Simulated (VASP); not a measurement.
Set up this calculation in VASP 6.6.1, as the native input.

| Quantity | Value |
| --- | --- |
| Task | single point |
| Functional | PBE |
| Potentials or basis | VASP PAW PBE potentials, release 64 (Ti_sv, H) |
| Cutoff | 520 eV |
| k mesh | 6 × 6 × 6 |
| Occupations | gaussian, width 0.1 eV |
| Spin | no spin polarisation |
| Dipole correction | no |
| Further INCAR settings | ALGO = Normal; EDIFF = 1e-06; NBANDS = 18 |

The structure of TiH5 lies in POSCAR:

```
TiH5
1.0
    3.9930472500      0.0000000000      0.0000000000
   -1.9965236200      3.4580803500      0.0000000000
    0.0000000000      0.0000000000      3.7241501600
Ti H
1 5
Direct
    0.0000000000      0.0000000000      0.0000000000
    0.6599730300      0.0000000000      0.5000000000
    0.6666666700      0.3333333300      0.0000000000
    0.3400269700      0.3400269700      0.5000000000
    0.0000000000      0.6599730300      0.5000000000
    0.3333333300      0.6666666700      0.0000000000
```

The cell was built from a structure type or drawn by symmetry, and may not be a known phase.

One way to write it, as run:

INCAR

```
SYSTEM = TiH5
ALGO = Normal ; EDIFF = 1E-6
ENCUT = 520 ; GGA = PE
ISIF = 2 ; ISMEAR = 0
LASPH = .TRUE. ; LCHARG = .TRUE.
LELF = .TRUE. ; LREAL = .FALSE.
LVHAR = .TRUE. ; LWAVE = .FALSE.
NBANDS = 18 ; NELM = 60
PREC = Accurate ; SIGMA = 0.1
```

KPOINTS

```
k-points
0
G
  6 6 6
  0 0 0
```

Potentials or basis: VASP PAW PBE potentials, release 64 (Ti_sv, H).

Command:

```sh
$ cat potpaw_PBE.64/Ti_sv/POTCAR potpaw_PBE.64/H/POTCAR > POTCAR
$ mpirun -np 1 vasp_std > vasp.out
```

Results of the run:

```
Pressure               : -27.0 GPa
Largest force          : 1.055 eV/Å
Band gap on the k mesh : zero (an odd number of electrons rules out a gap without spin polarisation)
```

Caveat: the cell stands under tension; forces of over 1 eV/Å act on the atoms, so gaps and moduli don't describe the material at rest.

Wall time 21 s on 1 thread of Intel(R) Xeon(R) Platinum 8488C (Sapphire Rapids) (shared host), peak memory 0.17 GiB.
